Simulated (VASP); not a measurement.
Fe:

```xyz
2
Lattice="1.4333 -1.4333 -1.4333 -2.8666 0.0000 0.0000 0.0000 2.8666 -2.8666" Properties=species:S:1:pos:R:3 pbc="T T T"
Fe    0.0000    0.0000    0.0000
Fe   -1.4333    1.4333   -1.4333
```

Base run:

| Item | Value |
| --- | --- |
| Program | VASP 6.6.1 |
| Functional | PBEsol |
| Potentials or basis | VASP PAW PBE potentials, release 64 (Fe) |
| Cutoff | 600 eV |
| k mesh | 12 × 11 × 6 |
| Occupations | fermi-dirac, width 0.1 eV |
| Spin | no spin polarisation |

Its results: band gap on the k mesh zero (bands 8 and 9 overlap by 1.57 eV); pressure -31.5 GPa.

Q: The run is repeated on the same cell with these changes: spin from no spin polarisation to collinear spin, antiferromagnetic start; further incar settings from ALGO = Normal; EDIFF = 1e-06; NBANDS = 15; ISYM = 0 to ALGO = Normal; EDIFF = 1e-06; NBANDS = 19; ISYM = 0. What comes out?

A: Band gap on the k mesh zero (filled and empty bands overlap); pressure -16.4 GPa; net moment 0.00 μB per cell; site moments Fe +2.06, -2.06 μB.

Caveats: the PAW data sets were made with another functional, which shifts forces and pressure a little; the cell stands under tension (at least some runs); the stress differs along the axes, from -19 to -12 GPa (at least some runs); the antiferromagnetic order is the one typed at the start, and another may lie lower (at least some runs).
